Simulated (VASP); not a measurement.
# Co2Si2Au (I4/mmm) in VASP: single point with PBE

Aim: the single point of Co2Si2Au with PBE.

Program: VASP 6.6.1. These are calculated values, not measurements. Logs are shortened: lines on timing, memory, paths and dates and some standing lists are left out, and cuts for length are marked.

**1. The cell of the first run**

It takes space group I4/mmm (No. 139, tetragonal). The conventional cell has a = 3.832 Å, b = 3.832 Å, c = 9.613 Å, α = 90.00°, β = 90.00°, γ = 90.00°. Au (site symmetry 4/mmm) has 10 Si at 2.94 to 3.65 Å and 8 Co at 3.07 Å and 4 Au at 3.83 Å within 3.9 Å. Si (site symmetry 4mm) has 4 Co at 2.29 Å and 1 Si at 2.31 Å and 4 Au at 2.94 Å within 3.0 Å. Within 3.1 Å of Co (site symmetry -4m2) lie 4 Si at 2.29 Å and 4 Co at 2.71 Å and 4 Au at 3.07 Å.

**2. Single point, PBE**

File INCAR:

```
SYSTEM = Co2Si2Au
ALGO     = Normal         ! electronic algorithm
EDIFF    = 1E-6           ! SCF threshold, eV
ENCUT    = 600            ! plane-wave cutoff, eV
GGA      = PE             ! functional
GGA_COMPAT= .FALSE.      
ISIF     = 2              ! what is computed and relaxed
ISMEAR   = -1             ! smearing method
ISYM     = 0            
LASPH    = .TRUE.         ! aspherical terms in the spheres
LCHARG   = .FALSE.        ! write CHGCAR
LREAL    = .FALSE.        ! projectors in reciprocal space
LWAVE    = .FALSE.        ! write WAVECAR
NBANDS   = 26             ! bands
NELM     = 120            ! most SCF steps
PREC     = Accurate       ! precision mode
SIGMA    = 0.0279         ! smearing width, eV
```

File KPOINTS:

```
k-points
0
G
  9 9 7
  0 0 0
```

File POSCAR:

```
Co2Si2Au
1.0
    0.0000000000      3.8316930000      0.0000000000
    3.8316930000      0.0000000000      0.0000000000
    1.9158460000      1.9158460000     -4.8063040000
Au Si Co
1 2 2
Direct
    0.0000000000      0.0000000000      0.0000000000
    0.3800000000      0.3800000000      0.2400000000
    0.6200000000      0.6200000000      0.7600000000
    0.7500000000      0.2500000000      0.5000000000
    0.2500000000      0.7500000000      0.5000000000
```

Potentials or basis: VASP PAW PBE potentials, release 64 (Au, Si, Co).

Run with:

```bash
$ cat potpaw_PBE.64/Au/POTCAR potpaw_PBE.64/Si/POTCAR potpaw_PBE.64/Co/POTCAR > POTCAR
$ mpirun -np 1 vasp_std > vasp.out
```

OUTCAR:

```text
SYSTEM = Co2Si2Au
   EDIFF = 1E-6
   ENCUT = 600
   GGA = PE
   ISIF = 2
   ISMEAR = -1
   ISYM = 0
   LASPH = .TRUE.
   LREAL = .FALSE.
   NELM = 120
   PREC = Accurate

 ion  position               nearest neighbor table
   1  0.000  0.000  0.000-   2 2.94   3 2.94   3 2.94   3 2.94   2 2.94   2 2.94   3 2.94   2 2.94
                             5 3.07   4 3.07   5 3.07   4 3.07   4 3.07   5 3.07   5 3.07   4 3.07
   2  0.380  0.380  0.240-   4 2.29   5 2.29   5 2.29   4 2.29   3 2.31   1 2.94   1 2.94   1 2.94
                             1 2.94
   3  0.620  0.620  0.760-   4 2.29   5 2.29   5 2.29   4 2.29   2 2.31   1 2.94   1 2.94   1 2.94
                             1 2.94
   4  0.750  0.250  0.500-   2 2.29   3 2.29   2 2.29   3 2.29   5 2.71   5 2.71   5 2.71   5 2.71
                             1 3.07   1 3.07   1 3.07   1 3.07
   5  0.250  0.750  0.500-   2 2.29   3 2.29   2 2.29   3 2.29   4 2.71   4 2.71   4 2.71   4 2.71
                             1 3.07   1 3.07   1 3.07   1 3.07

IMPORTANT INFORMATION: All symmetrisations will be switched off!
NOSYMM: (Re-)initialisation of all symmetry stuff for point group C_1.

----------------------------------------------------------------------------------------

                                     Primitive cell

  volume of cell :      70.5655

  direct lattice vectors                    reciprocal lattice vectors
     0.000000000  3.831693000  0.000000000     0.000000000  0.260981242  0.104030013
     3.831693000  0.000000000  0.000000000     0.260981242  0.000000000  0.104030013
     1.915846000  1.915846000 -4.806304000     0.000000000  0.000000000 -0.208060081

  length of vectors
     3.831693000  3.831693000  5.517380713     0.280950979  0.280950979  0.208060081

  position of ions in fractional coordinates (direct lattice)
     0.000000000  0.000000000  0.000000000
     0.380000000  0.380000000  0.240000000
     0.620000000  0.620000000  0.760000000
     0.750000000  0.250000000  0.500000000
     0.250000000  0.750000000  0.500000000

  ion indices of the primitive-cell ions
   primitive index   ion index
                 1           1
                 2           2
                 3           3
                 4           4
                 5           5

----------------------------------------------------------------------------------------

 KPOINTS: k-points

Automatic generation of k-mesh.
 Grid dimensions read from file:
 generate k-points for:    9    9    7

 Generating k-lattice:

  Cartesian coordinates                     Fractional coordinates (reciprocal lattice)
     0.000000000  0.028997916  0.011558890     0.111111111  0.000000000  0.000000000
     0.028997916  0.000000000  0.011558890     0.000000000  0.111111111  0.000000000
     0.000000000  0.000000000 -0.029722869     0.000000000  0.000000000  0.142857143

  Length of vectors
     0.031216775  0.031216775  0.029722869

  Shift w.r.t. Gamma in fractional coordinates (k-lattice)
     0.000000000  0.000000000  0.000000000

 -----------------------------------------------------------------------------
|                                                                             |
|           W    W    AA    RRRRR   N    N  II  N    N   GGGG   !!!           |
|           W    W   A  A   R    R  NN   N  II  NN   N  G    G  !!!           |
|           W    W  A    A  R    R  N N  N  II  N N  N  G       !!!           |
|           W WW W  AAAAAA  RRRRR   N  N N  II  N  N N  G  GGG   !            |
|           WW  WW  A    A  R   R   N   NN  II  N   NN  G    G                |
|           W    W  A    A  R    R  N    N  II  N    N   GGGG   !!!           |
|                                                                             |
|     Your reciprocal lattice and k-lattice belong to different lattice       |
|     classes:                                                                |
|                                                                             |
|        The reciprocal lattice is body-centered tetragonal,                  |
|        whereas your k-lattice is base-centered monoclinic.                  |
|                                                                             |
|     Results are often still useful ...                                      |
|                                                                             |
 -----------------------------------------------------------------------------

 WARNING: IBZKPT: internal override: KBLOWUP is changed to .FALSE.
      ... skipping the blow-up phase ...

 Subroutine IBZKPT returns following result:
 ===========================================

 Found    284 irreducible k-points:

 Following reciprocal coordinates:
            Coordinates               Weight
  0.000000  0.000000  0.000000      1.000000
  0.111111  0.000000  0.000000      2.000000
  0.222222  0.000000 -0.000000      2.000000
  0.333333  0.000000 -0.000000      2.000000
  0.444444  0.000000 -0.000000      2.000000
  0.000000  0.111111  0.000000      2.000000
[... 16 lines left out ...]
 -0.111111  0.222222 -0.000000      2.000000
  0.000000  0.333333 -0.000000      2.000000
 [... further k-points ...]
   k-points           NKPTS =    284   k-points in BZ     NKDIM =    284   number of bands    NBANDS=     26
   number of dos      NEDOS =    301   number of ions     NIONS =      5
   total plane-waves  NPLWV =  49152
   dimension x,y,z NGX =    32 NGY =   32 NGZ =   48
   dimension x,y,z NGXF=    64 NGYF=   64 NGZF=   96
   ions per type =               1   2   2
   NGX,Y,Z   is equivalent  to a cutoff of  13.88, 13.88, 14.46 a.u.
   NGXF,Y,Z  is equivalent  to a cutoff of  27.77, 27.77, 28.93 a.u.
 SYSTEM =  Co2Si2Au
   PREC   = accura    normal or accurate (medium, high low for compatibility)
   ISTART =      0    job   : 0-new  1-cont  2-samecut
   ICHARG =      2    charge: 1-file 2-atom 10-const
   ISPIN  =      1    spin polarized calculation?
   LNONCOLLINEAR =      F non collinear calculations
   LSORBIT =      F    spin-orbit coupling
   LASPH  =      T    aspherical Exc in radial PAW
   ENCUT  =  600.0 eV  44.10 Ry    6.64 a.u.   7.65  7.65 11.02*2*pi/ulx,y,z
   NELM   =    120;   NELMIN=  2; NELMDL= -5     # of ELM steps
   EDIFF  = 0.1E-05   stopping-criterion for ELM
   LREAL  =      F    real-space projection
   EDIFFG = 0.1E-04   stopping-criterion for IOM
   NSW    =      0    number of steps for IOM
   IBRION =     -1    ionic relax: 0-MD 1-quasi-New 2-CG
   NFREE  =      0    steps in history (QN), initial steepest desc. (CG)
   ISIF   =      2    stress and relaxation
   ISYM   =      0    0-nonsym 1-usesym 2-fastsym
   POTIM  = 0.5000    time-step for ionic-motion
   TEBEG  =    0.0;   TEEND  =   0.0 temperature during run
   PSTRESS=    0.0 pullay stress
   NELECT =      37.0000    total number of electrons
   NUPDOWN=      -1.0000    fix difference up-down
   EMIN   =  10.00;   EMAX   =-10.00  energy-range for DOS
   EFERMI =   0.00;   METHOD = LEGACY
   ISMEAR =    -1;   SIGMA  =   0.03  broadening in eV -4-tet -1-fermi 0-gaus
   EFERMI_NEDOS =   21; number of points for ismear=-14 and -15
   IALGO  =     38    algorithm
   IMIX   =      4    mixing-type and parameters
     AMIX     =   0.40;   BMIX     =  1.00
     AMIX_MAG =   1.60;   BMIX_MAG =  1.00
  volume/ion in A,a.u.               =      14.11        95.24
  Fermi-wavevector in a.u.,A,eV,Ry     =   1.320113  2.494652 23.710859  1.742699
  Thomas-Fermi vector in A             =   2.449963
   LORBIT       =      0    0 simple, 1 ext, 2 COOP (PROOUT), +10 PAW based schemes
   GGA     = PE    functional components
   LHFCALC =     F    Hartree Fock is set to
   AEXX    =    0.0000 exact exchange contribution
   IVDW    =     0    specifies the selected vdW correction
   LEPSILON=     F    determine dielectric tensor
   LRPA    =     F    only Hartree local field effects (RPA)
 non-spin polarized calculation
  energy-cutoff  :      600.00
  volume of cell :       70.57
 maximum number of plane-waves:      2373
   NGX = 15   NGY = 15   NGZ = 21

 number of electron      36.9999992 magnetization

 Free energy of the ion-electron system (eV)
  ---------------------------------------------------
  ext. energy  EPLUGINS =         0.00000000
  ---------------------------------------------------
  free energy    TOTEN  =       -28.76342528 eV

  energy without entropy =      -28.75063501  energy(sigma->0) =      -28.75703014

 E-fermi :   9.2346     XC(G=0): -11.9668

 val. band max:        9.2322211500   @ k =  -0.4444  -0.2222   0.4286
 cond. band min:       9.2374296415   @ k =   0.1111   0.3333   0.1429
 fundamental gap:      0.0052084915
 Fermi energy:         9.2345778266

 k-point     1 :       0.0000    0.0000    0.0000
  band No.  band energies     occupation
      1      -2.4923      2.00000
      2       2.4820      2.00000
      3       2.6773      2.00000
      4       4.3263      2.00000
      5       4.6569      2.00000
      6       4.6574      2.00000
[... 18 lines left out ...]
     25      14.3798      0.00000
     26      14.9632      0.00000

 k-point     2 :       0.1111    0.0000    0.0000
  band No.  band energies     occupation
      1      -2.3548      2.00000
      2       2.1775      2.00000
      3       3.0192      2.00000
      4       4.3043      2.00000
      5       4.6595      2.00000
      6       4.6639      2.00000
[... 18 lines left out ...]
     25      15.1141      0.00000
     26      15.3038      0.00000

 k-point     3 :       0.2222    0.0000   -0.0000
  band No.  band energies     occupation
      1      -1.9552      2.00000
      2       1.8328      2.00000
      3       3.4211      2.00000
      4       4.0138      2.00000
      5       4.4229      2.00000
      6       4.7087      2.00000
[... 572 lines left out ...]
 k-point    23 :      -0.1111    0.2222   -0.0000
  band No.  band energies     occupation
      1      -1.9013      2.00000
      2       2.1436      2.00000
      3       3.2425      2.00000
      4       3.9572      2.00000
      5       4.3557      2.00000
      6       4.4009      2.00000
[... 18 lines left out ...]
     25      15.4365      0.00000
     26      16.2219      0.00000

 k-point    24 :       0.0000    0.3333   -0.0000
  band No.  band energies     occupation
      1      -1.3471      2.00000
      2       1.4684      2.00000
      3       3.2748      2.00000
      4       3.7869      2.00000
      5       4.1851      2.00000
      6       4.7620      2.00000
[... 18 lines left out ...]
     25      15.2771      0.00000
     26      15.3718      0.00000

 [... further k-points ...]

------------------------ aborting loop because EDIFF is reached ----------------------------------------

  FORCE on cell =-STRESS in cart. coord.  units (eV):
  Direction    XX          YY          ZZ          XY          YZ          ZX
  --------------------------------------------------------------------------------------
  -------------------------------------------------------------------------------------
  Total       -2.4147845     -2.4147863     -1.9811507     -0.0013530     -0.0063374     -0.0063385
  in kB      -54.8272313    -54.8272716    -44.9816570     -0.0307192     -0.1438903     -0.1439146
  external PRESSURE =     -51.5453866 kB  Pullay stress =       0.0000000 kB

 VOLUME and BASIS-vectors are now :
 -----------------------------------------------------------------------------
  energy-cutoff  :      600.00
  volume of cell :       70.57
      direct lattice vectors                 reciprocal lattice vectors
     0.000000000  3.831693000  0.000000000     0.000000000  0.260981242  0.104030013
     3.831693000  0.000000000  0.000000000     0.260981242  0.000000000  0.104030013
     1.915846000  1.915846000 -4.806304000     0.000000000  0.000000000 -0.208060081

 POSITION                                       TOTAL-FORCE (eV/Angst)
 -----------------------------------------------------------------------------------
      0.00000      0.00000      0.00000        -0.000000     -0.000001     -0.000000
      1.91585      1.91585     -1.15351        -0.000008     -0.000007     -0.412762
      3.83169      3.83169     -3.65279         0.000007      0.000008      0.412762
      1.91585      3.83169     -2.40315         0.000951     -0.000951      0.000000
      3.83169      1.91585     -2.40315        -0.000951      0.000950      0.000000
 -----------------------------------------------------------------------------------
    total drift:                                0.000001     -0.000001      0.000000

  FREE ENERGIE OF THE ION-ELECTRON SYSTEM (eV)
  ---------------------------------------------------
  free  energy   TOTEN  =       -28.7634252798 eV

  energy  without entropy=      -28.7506350063  energy(sigma->0) =      -28.75703014
```

It took 5.8 min on 1 thread of Intel Xeon 6975P-C (Granite Rapids), shared host; peak memory 0.7 GiB.

Results:

```
Free energy            : -28.7634 eV
Pressure               : -5.2 GPa
Largest force          : 0.413 eV/Å
Band gap on the k mesh : zero (an odd number of electrons rules out a gap without spin polarisation)
```

Forces in eV/Å, atoms in the order of the input:
```
Au   0.000  0.000  0.000
Si   0.000  0.000 -0.413
Si   0.000  0.000  0.413
Co   0.001 -0.001  0.000
Co  -0.001  0.001  0.000
```

Stress tensor (GPa, compression positive):
```
-5.48  0.00 -0.01
 0.00 -5.48 -0.01
-0.01 -0.01 -4.50
```

Levels at points of the mesh, in eV from the Fermi level:
| k point | band 14 | band 15 | band 16 | band 17 | band 18 | band 19 | band 20 | band 21 | band 22 | band 23 |
| --- | --- | --- | --- | --- | --- | --- | --- | --- | --- | --- |
| (0.00, 0.00, 0.00) | -1.52 | -1.14 | -0.82 | -0.67 | -0.01 | 1.11 | 1.22 | 1.22 | 1.71 | 1.72 |

Caveat: the cell stands under tension; spin-orbit coupling is left out, which moves the levels of the heavy elements; the run has no spin polarisation, though such a crystal can be magnetic. Spin polarisation is off, so any magnetic state and its effect on volume and gap are missing.
